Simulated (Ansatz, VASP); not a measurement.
InB3: VASP beside Ansatz

```xyz
4
Lattice="-1.6527 1.6527 4.2798 1.6527 -1.6527 4.2798 1.6527 1.6527 -4.2798" Properties=species:S:1:pos:R:3 pbc="T T T"
In    0.0000    0.0000    0.0000
B     0.0000    0.0000    4.2798
B     1.6527    0.0000    2.1399
B     0.0000    1.6527    2.1399
```

Alike in both runs: functional PBE; k mesh 8 × 8 × 8; occupations gaussian, width 0.1 eV; no spin polarisation.

Ansatz relaxed the structure, and its values are those at the end. VASP's run is a single point on that final structure, the one shown.

|  | VASP | Ansatz |
| --- | --- | --- |
| version | VASP 6.6.1 | Ansatz 0.2.0 |
| potentials or method | VASP PAW PBE potentials, release 64 (In_d, B), cutoff 520 eV | scalar-relativistic, plane waves, PAW |
| valence electrons in the cell | 22 | 22 |

|  | VASP | Ansatz | Ansatz less VASP |
| --- | --- | --- | --- |
| gap on the k mesh at the Fermi level (eV) | none | none | - |
| pressure (GPa) | 0.0 | 0.0 | +0.04 |

A gap of «none» marks a metal or a gap that the smearing closes. With one functional, cell and mesh, what is left measures potentials, basis and numerics.
